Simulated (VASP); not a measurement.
# NaB (Fm-3m) in VASP: notebook

Aim: see how the results for NaB move with the level of theory and the settings. Levels: PBE, r2SCAN. Tasks: single point, relaxation of cell and atoms.

All numbers are computed with VASP 6.6.1; they aren't measurements. Logs are shortened: lines on timing, memory, paths and dates and some standing lists are left out, and cuts for length are marked.

### 1 The cell of the first run

It takes space group Fm-3m (No. 225, cubic). The conventional cell has a = 5.376 Å, b = 5.376 Å, c = 5.376 Å, α = 90.00°, β = 90.00°, γ = 90.00°. Na (site symmetry m-3m) has 6 B at 2.69 Å within 3.5 Å. B (site symmetry m-3m) has 6 Na at 2.69 Å within 3.5 Å.

### 2 Single point, PBE

INCAR reads:

```
SYSTEM = NaB
PREC = Accurate
ENCUT = 520
EDIFF = 1E-6
ISMEAR = -1
SIGMA = 0.1
LREAL = .False.
LASPH = .True.
NELM = 80
ALGO = Normal
ISIF = 2
LWAVE = .False.
LCHARG = .False.
GGA = PE
NBANDS = 12
```

KPOINTS reads:

```
regular mesh
0
Gamma
  7 7 7
  0 0 0
```

POSCAR reads:

```
NaB
1.0
    0.0000000000      2.6879779017      2.6879779017
    2.6879779017      0.0000000000      2.6879779017
    2.6879779017      2.6879779017      0.0000000000
Na B
1 1
Direct
    0.0000000000      0.0000000000      0.0000000000
    0.5000000000      0.5000000000      0.5000000000
```

Potentials or basis: VASP PAW PBE potentials, release 64 (Na_pv, B).

On the command line:

```sh
$ cat potpaw_PBE.64/Na_pv/POTCAR potpaw_PBE.64/B/POTCAR > POTCAR
$ mpirun -np 1 vasp_std > vasp.out
```

OUTCAR:

```text
SYSTEM = NaB
   PREC = Accurate
   ENCUT = 520
   EDIFF = 1E-6
   ISMEAR = -1
   LREAL = .False.
   LASPH = .True.
   NELM = 80
   ISIF = 2
   GGA = PE

 ion  position               nearest neighbor table
   1  0.000  0.000  0.000-
   2  0.500  0.500  0.500-

  LATTYP: Found a face centered cubic cell.
 ALAT       =     5.3759558034

  Lattice vectors:

 A1 = (   0.0000000000,   2.6879779017,   2.6879779017)
 A2 = (   2.6879779017,   0.0000000000,   2.6879779017)
 A3 = (   2.6879779017,   2.6879779017,   0.0000000000)

Analysis of symmetry for initial positions (statically):
=====================================================================
 Subroutine PRICEL returns:
 Original cell was already a primitive cell.

 Routine SETGRP: Setting up the symmetry group for a
 face centered cubic supercell.

 Subroutine GETGRP returns: Found 48 space group operations
 (whereof 48 operations were pure point group operations)
 out of a pool of 48 trial point group operations.

The static configuration has the point symmetry O_h .

Analysis of symmetry for dynamics (positions and initial velocities):
=====================================================================
 Subroutine PRICEL returns:
 Original cell was already a primitive cell.

 Routine SETGRP: Setting up the symmetry group for a
 face centered cubic supercell.

 Subroutine GETGRP returns: Found 48 space group operations
 (whereof 48 operations were pure point group operations)
 out of a pool of 48 trial point group operations.

The dynamic configuration has the point symmetry O_h .

 Subroutine INISYM returns: Found 48 space group operations
 (whereof 48 operations are pure point group operations),
 and found     1 'primitive' translations

----------------------------------------------------------------------------------------

                                     Primitive cell

  volume of cell :      38.8425

  direct lattice vectors                    reciprocal lattice vectors
     0.000000000  2.687977902  2.687977902    -0.186013434  0.186013434  0.186013434
     2.687977902  0.000000000  2.687977902     0.186013434 -0.186013434  0.186013434
     2.687977902  2.687977902  0.000000000     0.186013434  0.186013434 -0.186013434

  length of vectors
     3.801374804  3.801374804  3.801374804     0.322184719  0.322184719  0.322184719

  position of ions in fractional coordinates (direct lattice)
     0.000000000  0.000000000  0.000000000
     0.500000000  0.500000000  0.500000000

  ion indices of the primitive-cell ions
   primitive index   ion index
                 1           1
                 2           2

----------------------------------------------------------------------------------------

 KPOINTS: regular mesh

Automatic generation of k-mesh.
 Grid dimensions read from file:
 generate k-points for:    7    7    7

 Generating k-lattice:

  Cartesian coordinates                     Fractional coordinates (reciprocal lattice)
    -0.026573348  0.026573348  0.026573348     0.142857143  0.000000000  0.000000000
     0.026573348 -0.026573348  0.026573348     0.000000000  0.142857143  0.000000000
     0.026573348  0.026573348 -0.026573348     0.000000000  0.000000000  0.142857143

  Length of vectors
     0.046026388  0.046026388  0.046026388

  Shift w.r.t. Gamma in fractional coordinates (k-lattice)
     0.000000000  0.000000000  0.000000000

 Subroutine IBZKPT returns following result:
 ===========================================

 Found     20 irreducible k-points:

 Following reciprocal coordinates:
            Coordinates               Weight
  0.000000  0.000000  0.000000      1.000000
  0.142857  0.000000  0.000000      8.000000
  0.285714  0.000000  0.000000      8.000000
  0.428571  0.000000  0.000000      8.000000
  0.142857  0.142857  0.000000      6.000000
  0.285714  0.142857  0.000000     24.000000
[... 12 lines left out ...]
 -0.428571  0.428571  0.142857     24.000000
 -0.285714  0.428571  0.142857     24.000000
   k-points           NKPTS =     20   k-points in BZ     NKDIM =     20   number of bands    NBANDS=     12
   number of dos      NEDOS =    301   number of ions     NIONS =      2
   total plane-waves  NPLWV =  21952
   dimension x,y,z NGX =    28 NGY =   28 NGZ =   28
   dimension x,y,z NGXF=    56 NGYF=   56 NGZF=   56
   ions per type =               1   1
   NGX,Y,Z   is equivalent  to a cutoff of  12.25, 12.25, 12.25 a.u.
   NGXF,Y,Z  is equivalent  to a cutoff of  24.49, 24.49, 24.49 a.u.
 SYSTEM =  NaB
   PREC   = accura    normal or accurate (medium, high low for compatibility)
   ISTART =      0    job   : 0-new  1-cont  2-samecut
   ICHARG =      2    charge: 1-file 2-atom 10-const
   ISPIN  =      1    spin polarized calculation?
   LNONCOLLINEAR =      F non collinear calculations
   LSORBIT =      F    spin-orbit coupling
   LASPH  =      T    aspherical Exc in radial PAW
   ENCUT  =  520.0 eV  38.22 Ry    6.18 a.u.   7.07  7.07  7.07*2*pi/ulx,y,z
   NELM   =     80;   NELMIN=  2; NELMDL= -5     # of ELM steps
   EDIFF  = 0.1E-05   stopping-criterion for ELM
   LREAL  =      F    real-space projection
[... 7 lines left out ...]
   TEBEG  =    0.0;   TEEND  =   0.0 temperature during run
   PSTRESS=    0.0 pullay stress
   NELECT =      10.0000    total number of electrons
   NUPDOWN=      -1.0000    fix difference up-down
   EMIN   =  10.00;   EMAX   =-10.00  energy-range for DOS
   EFERMI =   0.00;   METHOD = LEGACY
   ISMEAR =    -1;   SIGMA  =   0.10  broadening in eV -4-tet -1-fermi 0-gaus
   EFERMI_NEDOS =   21; number of points for ismear=-14 and -15
   IALGO  =     38    algorithm
   IMIX   =      4    mixing-type and parameters
     AMIX     =   0.40;   BMIX     =  1.00
     AMIX_MAG =   1.60;   BMIX_MAG =  1.00
  volume/ion in A,a.u.               =      19.42       131.06
  Fermi-wavevector in a.u.,A,eV,Ry     =   1.041452  1.968058 14.757174  1.084622
  Thomas-Fermi vector in A             =   2.176073
   LORBIT       =      0    0 simple, 1 ext, 2 COOP (PROOUT), +10 PAW based schemes
   GGA     = PE    functional components
   LHFCALC =     F    Hartree Fock is set to
   AEXX    =    0.0000 exact exchange contribution
   IVDW    =     0    specifies the selected vdW correction
   LEPSILON=     F    determine dielectric tensor
   LRPA    =     F    only Hartree local field effects (RPA)
 non-spin polarized calculation
  energy-cutoff  :      520.00
  volume of cell :       38.84
 maximum number of plane-waves:      1059
   NGX = 15   NGY = 15   NGZ = 15

 number of electron      10.0000000 magnetization

 number of electron       9.9999996 magnetization

 Free energy of the ion-electron system (eV)
  ---------------------------------------------------
  ext. energy  EPLUGINS =         0.00000000
  ---------------------------------------------------
  free energy    TOTEN  =        -4.33093044 eV

  energy without entropy =       -4.30057905  energy(sigma->0) =       -4.31575474

 E-fermi :   0.7752     XC(G=0):  -8.3036

 val. band max:        0.6952188326   @ k =  -0.4286   0.2857   0.0000
 cond. band min:       0.8120446082   @ k =   0.2857   0.2857   0.0000
 fundamental gap:      0.1168257756
 Fermi energy:         0.7751773404

 k-point     1 :       0.0000    0.0000    0.0000
  band No.  band energies     occupation
      1     -22.3045      2.00000
      2     -22.3045      2.00000
      3     -22.3045      2.00000
      4      -6.4120      2.00000
      5       3.1000      0.00000
      6       3.1000      0.00000
      7       3.1000      0.00000
      8       8.1123      0.00000
      9      10.9567      0.00000
     10      10.9567      0.00000
     11      10.9567      0.00000
     12      13.1938      0.00000

 k-point     2 :       0.1429    0.0000    0.0000
  band No.  band energies     occupation
      1     -22.3122      2.00000
      2     -22.3053      2.00000
      3     -22.3053      2.00000
      4      -6.1693      2.00000
      5       2.2393      0.00000
      6       2.9705      0.00000
      7       2.9705      0.00000
      8       8.5225      0.00000
      9      10.0573      0.00000
     10      11.2982      0.00000
     11      11.2982      0.00000
     12      13.8364      0.00000

 k-point     3 :       0.2857    0.0000    0.0000
  band No.  band energies     occupation
      1     -22.3294      2.00000
      2     -22.3071      2.00000
      3     -22.3071      2.00000
      4      -5.4984      2.00000
      5       0.5287      1.84325
      6       2.7080      0.00000
      7       2.7080      0.00000
      8       8.1919      0.00000
      9      10.6970      0.00000
     10      11.4423      0.00000
     11      11.4423      0.00000
     12      14.1790      0.00000
[... 226 lines left out ...]
 k-point    19 :      -0.4286    0.4286    0.1429
  band No.  band energies     occupation
      1     -22.3358      2.00000
      2     -22.3218      2.00000
      3     -22.3174      2.00000
      4      -4.1294      2.00000
      5      -0.2814      1.99995
      6       1.0821      0.08882
      7       1.5407      0.00095
      8       8.1384      0.00000
      9       8.6470      0.00000
     10      11.1652      0.00000
     11      13.3409      0.00000
     12      15.0137      0.00000

 k-point    20 :      -0.2857    0.4286    0.1429
  band No.  band energies     occupation
      1     -22.3308      2.00000
      2     -22.3290      2.00000
      3     -22.3166      2.00000
      4      -3.9934      2.00000
      5       0.0584      1.99846
      6       0.2156      1.99260
      7       1.5749      0.00067
      8       8.7539      0.00000
      9       9.7605      0.00000
     10      10.4308      0.00000
     11      12.5292      0.00000
     12      15.3775      0.00000

------------------------ aborting loop because EDIFF is reached ----------------------------------------

  FORCE on cell =-STRESS in cart. coord.  units (eV):
  Direction    XX          YY          ZZ          XY          YZ          ZX
  --------------------------------------------------------------------------------------
  -------------------------------------------------------------------------------------
  Total        0.0162916      0.0162916      0.0162916     -0.0000000     -0.0000000      0.0000000
  in kB        0.6719966      0.6719966      0.6719966     -0.0000000     -0.0000000      0.0000000
  external PRESSURE =       0.6719966 kB  Pullay stress =       0.0000000 kB

 VOLUME and BASIS-vectors are now :
 -----------------------------------------------------------------------------
  energy-cutoff  :      520.00
  volume of cell :       38.84
      direct lattice vectors                 reciprocal lattice vectors
     0.000000000  2.687977902  2.687977902    -0.186013434  0.186013434  0.186013434
     2.687977902  0.000000000  2.687977902     0.186013434 -0.186013434  0.186013434
     2.687977902  2.687977902  0.000000000     0.186013434  0.186013434 -0.186013434

 POSITION                                       TOTAL-FORCE (eV/Angst)
 -----------------------------------------------------------------------------------
      0.00000      0.00000      0.00000         0.000000     -0.000000      0.000000
      2.68798      2.68798      2.68798        -0.000000      0.000000     -0.000000
 -----------------------------------------------------------------------------------
    total drift:                               -0.000000      0.000000      0.000000

  FREE ENERGIE OF THE ION-ELECTRON SYSTEM (eV)
  ---------------------------------------------------
  free  energy   TOTEN  =        -4.3309304394 eV

  energy  without entropy=       -4.3005790454  energy(sigma->0) =       -4.31575474
```

It took 15 s on 1 thread of AMD EPYC 7R43 (Zen 3), shared host; peak memory 0.12 GiB.

What came out:

| Item | Value |
| --- | --- |
| Free energy | -4.3309 eV |
| Pressure | 0.1 GPa |
| Band gap on the k mesh | zero (band 5 reaches 3.10 eV, above the bottom of band 6 at 0.22 eV) |

Levels at points of the mesh, in eV from the Fermi level:
```csv
k point,band 2,band 3,band 4,band 5,band 6,band 7,band 8,band 9
"(0.00, 0.00, 0.00)",-23.08,-23.08,-7.19,2.32,2.32,2.32,7.34,10.18
```

(Part 1 of 2 ends here.)
